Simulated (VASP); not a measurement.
# NiO2: single point with PBEsol

NiO2:

```
CELL_PARAMETERS angstrom
2.78348 0.00000 0.00000
-1.39174 2.41056 0.00000
0.00000 0.00000 4.73611
ATOMIC_POSITIONS crystal
Ni 0.00000 0.00000 0.50000
O 0.66667 0.33333 0.69704
O 0.33333 0.66667 0.30296
```

```yaml
Program: VASP 6.6.1
Task: single point
Functional: PBEsol
Potentials_or_basis: VASP PAW PBE potentials, release 64 (Ni_sv_GW, O)
Cutoff: 700 eV
k_mesh: 12 × 12 × 6
Occupations: gaussian, width 0.02 eV
Spin: no spin polarisation
```

The pressure is 0.2 GPa, the largest force is 0.040 eV/Å and the band gap on the k mesh is 0.99 eV (least direct gap 1.22 eV).

Forces on the atoms (eV/Å):
```
Ni   0.000  0.000  0.000
O    0.000  0.000  0.040
O    0.000  0.000 -0.040
```

Stress tensor (GPa, compression positive):
```
 0.46  0.00  0.00
 0.00  0.46  0.00
 0.00  0.00 -0.23
```

Levels at points of the mesh, in eV from the valence-band top:
| k point | band 12 | band 13 | band 14 | band 15 | band 16 | band 17 | band 18 | band 19 |
| --- | --- | --- | --- | --- | --- | --- | --- | --- |
| (0.00, 0.00, 0.00) | -1.16 | -1.16 | -0.94 | -0.36 | 2.28 | 2.28 | 7.61 | 10.99 |
| (0.50, 0.00, 0.00) | -2.17 | -1.78 | -1.69 | -1.04 | 1.61 | 2.21 | 12.42 | 13.35 |
| (0.00, 0.00, 0.50) | -2.04 | -1.18 | -1.18 | -0.09 | 2.31 | 2.31 | 9.69 | 9.79 |
| (0.50, 0.00, 0.50) | -1.78 | -1.71 | -1.69 | -1.10 | 1.62 | 2.15 | 11.70 | 12.85 |

It took 2.4 min on 1 thread of Intel(R) Xeon(R) Platinum 8259CL CPU @ 2.50GHz (Skylake/Cascade Lake), with other jobs on the host, peak memory 0.26 GiB.

Caveat: the PAW data sets were made with another functional, which shifts forces and pressure a little; the run has no spin polarisation, though such a crystal can be magnetic. Spin polarisation is off, so any magnetic state and its effect on volume and gap are missing.
